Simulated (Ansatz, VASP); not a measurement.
**Co in VASP and in Ansatz**

File INCAR:

```
SYSTEM = Co
AGGAC = 1.0
AGGAX = 1.0
ALDAC = 0.0
ALDAX = 1.0
ALGO = Normal
EDIFF = 1E-6
ENCUT = 600
GGA = B5
GGA_COMPAT = .FALSE.
ISIF = 2
ISMEAR = -1
ISPIN = 2
LASPH = .TRUE.
LCHARG = .FALSE.
LMAXMIX = 4
LORBIT = 11
LREAL = .FALSE.
LWAVE = .FALSE.
MAGMOM = 2.5 2.5 2.5 2.5
NBANDS = 30
NELM = 200
PREC = Accurate
SIGMA = 0.15
```

Contents of KPOINTS:

```
k-points
0
G
  10 10 3
  0 0 0
```

The input POSCAR:

```
Co
1.0
    2.4705600000      0.0000000000      0.0000000000
   -1.2352800000      2.1395700000      0.0000000000
    0.0000000000      0.0000000000      8.0882300000
Co
4
Direct
    0.0000000000      0.0000000000      0.0000000000
    0.3333333333      0.6666666667      0.2500000000
    0.0000000000      0.0000000000      0.5000000000
    0.6666666667      0.3333333333      0.7500000000
```

Input for Ansatz:

```yaml
crystal:
  lattice:
    - [2.47056, 0.0, 0.0]
    - [-1.23528, 2.13957, 0.0]
    - [0.0, 0.0, 8.08823]
  atoms:
    - { symbol: Co, position: [0.0, 0.0, 0.0] }
    - { symbol: Co, position: [0.3333333333333333, 0.6666666666666666, 0.25] }
    - { symbol: Co, position: [0.0, 0.0, 0.5] }
    - { symbol: Co, position: [0.6666666666666666, 0.3333333333333333, 0.75] }
kpoints:
  mp_grid:
    grid: [10, 10, 3]
hamiltonian:
  xc: blyp
  pseudopotentials:
    kind: paw
magnetization:
  spin_polarized: true
  per_species:
    Co: 2.5
scf:
  occupations:
    method: fermi_dirac
    width: 0.15
output:
  forces: true
  stress: true
```

Alike in both runs: task single point; functional BLYP; k mesh 10 × 10 × 3; occupations fermi-dirac, width 0.15 eV; collinear spin.

|  | VASP | Ansatz |
| --- | --- | --- |
| version | VASP 6.6.1 | Ansatz 0.2.0 |
| potentials or method | VASP PAW PBE potentials, release 64 (Co) | plane waves, PAW |
| plane-wave cutoff (eV) | 600 | 420 |
| valence electrons in the cell | 36 | 68 |

|  | VASP | Ansatz | Ansatz less VASP |
| --- | --- | --- | --- |
| pressure (GPa) | 13.8 | 14.3 | +0.54 |
| traceless stress, the component that is largest in VASP (GPa) | -2.04 | -2.01 | +0.029 |
| net moment per atom (μB) | 1.59 | 1.60 | +0.011 |
| size of the moment on the site where the two differ most (μB) | 1.60 | 1.66 | +0.059 |

VASP's potentials were made for PBE, not for BLYP. Site moments also hang on the region over which each program counts them. VASP's potentials hold 36 valence electrons a cell and Ansatz's 68, so a difference there can come from the potentials and not from the codes.
